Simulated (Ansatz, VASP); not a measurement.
CuO: VASP beside Ansatz

Contents of INCAR:

```
SYSTEM = CuO
ALGO = Normal
EDIFF = 1E-7
ENCUT = 520
GGA = PE
ISIF = 2
ISMEAR = -1
LASPH = .True.
LCHARG = .True.
LDAU = .True.
LDAUJ = 0 0
LDAUL = 2 -1
LDAUPRINT = 1
LDAUTYPE = 2
LDAUU = 8 0
LELF = .True.
LMAXMIX = 4
LREAL = .False.
LVHAR = .True.
LWAVE = .False.
NBANDS = 25
NELM = 150
PREC = Accurate
SIGMA = 0.05
```

KPOINTS

```
k-points
0
Gamma
  8 8 6
  0 0 0
```

The input POSCAR:

```
CuO
1.0
    3.1754955000      0.0000000000      0.0000000000
    0.0000000000      3.1754955000      0.0000000000
    0.0000000000      0.0000000000      4.6495318700
Cu O
2 2
Direct
    0.0000000000      0.0000000000      0.0000000000
    0.5000000000      0.5000000000      0.0000000000
    0.5000000000      0.0000000000      0.2670000000
    0.0000000000      0.5000000000      0.7330000000
```

File input.yaml:

```yaml
crystal:
  lattice:
    - [3.1754955, 0.0, 0.0]
    - [0.0, 3.1754955, 0.0]
    - [0.0, 0.0, 4.64953187]
  atoms:
    - { symbol: Cu, position: [0.0, 0.0, 0.0] }
    - { symbol: Cu, position: [0.5, 0.5, 0.0] }
    - { symbol: O, position: [0.5, 0.0, 0.267] }
    - { symbol: O, position: [0.0, 0.5, 0.733] }
hamiltonian:
  xc: pbe
  pseudopotentials: { kind: paw }
  hubbard: { sites: [{ species: Cu, l: d, u_eff: 8.0 }] }
kpoints:
  mp_grid: { grid: [8, 8, 6] }
  band_path:
    path:
      - [[0.0, 0.0, 0.0], [0.0, 0.5, 0.0], [0.5, 0.5, 0.0], [0.0, 0.0, 0.0], [0.0, 0.0, 0.5], [0.0, 0.5, 0.5], [0.5, 0.5, 0.5], [0.0, 0.0, 0.5]]
      - [[0.0, 0.5, 0.0], [0.0, 0.5, 0.5]]
      - [[0.5, 0.5, 0.0], [0.5, 0.5, 0.5]]
    npoints: 14
scf:
  occupations: { method: fermi_dirac, width: 0.05 }
  n_extra_bands: 10
output:
  forces: true
  stress: true
  eigenvalues: true
  fatbands: false
```

Alike in both runs: functional PBE; k mesh 8 × 8 × 6; occupations fermi-dirac, width 0.05 eV; no spin polarisation; Hubbard terms Cu d U = 8.0 eV.

|  | VASP | Ansatz |
| --- | --- | --- |
| version | VASP 6.6.1 | Ansatz 0.2.0 |
| potentials or method | VASP PAW PBE potentials, release 64 (Cu, O) | Ansatz PAW |
| plane-wave cutoff (eV) | 520 | 420 |
| valence electrons in the cell | 34 | 50 |
| task | single point | band structure |

|  | VASP | Ansatz | Ansatz less VASP |
| --- | --- | --- | --- |
| gap on the k mesh at the Fermi level (eV) | none | none | - |
| pressure (GPa) | 8.3 | 20.7 | +12.45 |
| traceless stress, the component that is largest in VASP (GPa) | -20.43 | -21.33 | -0.893 |
| rms of the force components (eV/Å) | 0.519 | 0.030 | -0.4889 |

The programs project onto different local orbitals, so the same U acts differently, and such runs can settle in different states. Atom by atom the forces differ by 0.548 eV/Å (rms over components). A gap of «none» marks a metal or a gap that the smearing closes. VASP's potentials hold 34 valence electrons a cell and Ansatz's 50, so a difference there can come from the potentials and not from the codes.
